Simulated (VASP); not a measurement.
**NiO2: relaxation of cell and atoms with LDA**

Crystal: NiO2.

```
CELL_PARAMETERS angstrom
2.76247 0.00000 0.00000
-1.38124 2.39237 0.00000
0.00000 0.00000 4.20447
ATOMIC_POSITIONS crystal
Ni 0.00000 0.00000 0.50000
O 0.66667 0.33333 0.71876
O 0.33333 0.66667 0.28124
```

- Program: VASP 6.6.1
- Task: relaxation of cell and atoms
- Functional: LDA
- Potentials or basis: VASP PAW LDA potentials, release 64 (Ni_sv_GW, O)
- Cutoff: 600 eV
- k mesh: 12 × 12 × 6
- Occupations: gaussian, width 0.02 eV
- Spin: no spin polarisation
- Dipole correction: no
- Further INCAR settings: ALGO = Normal; EDIFF = 1e-07; IBRION = 2; EDIFFG = -0.005; NSW = 100; ISIF = 3

```yaml
Relaxed_volume: 8.97 Å³/atom
Relaxed_cell: a = 2.767 Å, b = 2.767 Å, c = 4.061 Å, α = 90.00°, β = 90.00°, γ = 120.00°
Space_group_after_relaxing_to_0.1_Å: P-3m1 (No. 164)
Energy_gained_by_relaxing: 2.3 meV/atom
Ionic_steps: 13
Pressure_after_relaxing: 0.0 GPa
Largest_force_after_relaxing: 0.004 eV/Å
Band_gap_on_the_k_mesh: 0.66 eV (least direct gap 0.93 eV)
```

Forces on the atoms (eV/Å):
```
Ni   0.000  0.000  0.000
O    0.000  0.000  0.004
O    0.000  0.000 -0.004
```

The path:
```
step  energy change (eV)  largest force (eV/Å)  pressure (GPa)  volume (Å³)
   1              0.0000                0.1075            0.01        27.79
   2             -0.0011                0.0124           -1.14        27.79
   3             -0.0012                0.0334           -1.70        27.79
   4             -0.0018                0.0334           -1.63        27.75
   5             -0.0031                0.0345           -1.40        27.61
   6             -0.0053                0.0355           -1.00        27.35
   7             -0.0068                0.0394            0.15        26.81
   8             -0.0069                0.0375           -0.09        26.91
   9             -0.0069                0.0389           -0.04        26.89
  10             -0.0069                0.0116            0.13        26.89
  11             -0.0070                0.0100            0.26        26.89
  12             -0.0070                0.0023           -0.09        26.93
  13             -0.0070                0.0041           -0.01        26.92
```

Final structure:
```yaml
crystal:
  lattice:
    - [2.76687, 0.00000, 0.00000]
    - [-1.38343, 2.39618, 0.00000]
    - [0.00000, 0.00000, 4.06075]
  atoms:
    - { symbol: Ni, position: [0.00000, 0.00000, 0.50000] }
    - { symbol: O, position: [0.66667, 0.33333, 0.72670] }
    - { symbol: O, position: [0.33333, 0.66667, 0.27330] }
```

Levels at points of the mesh, in eV from the valence-band top:
```tsv
k point	band 12	band 13	band 14	band 15	band 16	band 17	band 18	band 19
(0.00, 0.00, 0.00)	-1.41	-1.41	-0.64	-0.52	2.02	2.02	8.10	10.78
(0.50, 0.00, 0.00)	-2.96	-2.04	-1.95	-1.21	1.35	2.10	12.65	13.09
(0.00, 0.00, 0.50)	-2.48	-1.55	-1.55	-0.10	2.17	2.17	10.33	10.44
(0.50, 0.00, 0.50)	-2.05	-1.99	-1.53	-1.39	1.42	1.83	11.38	13.22
```

Run time: 11 min on 1 thread of AMD EPYC 7R43 64-Core Processor (Zen 3) (shared host), peak memory 0.18 GiB.

A k mesh can miss the band edges. Spin polarisation is off, so any magnetic state and its effect on volume and gap are missing.
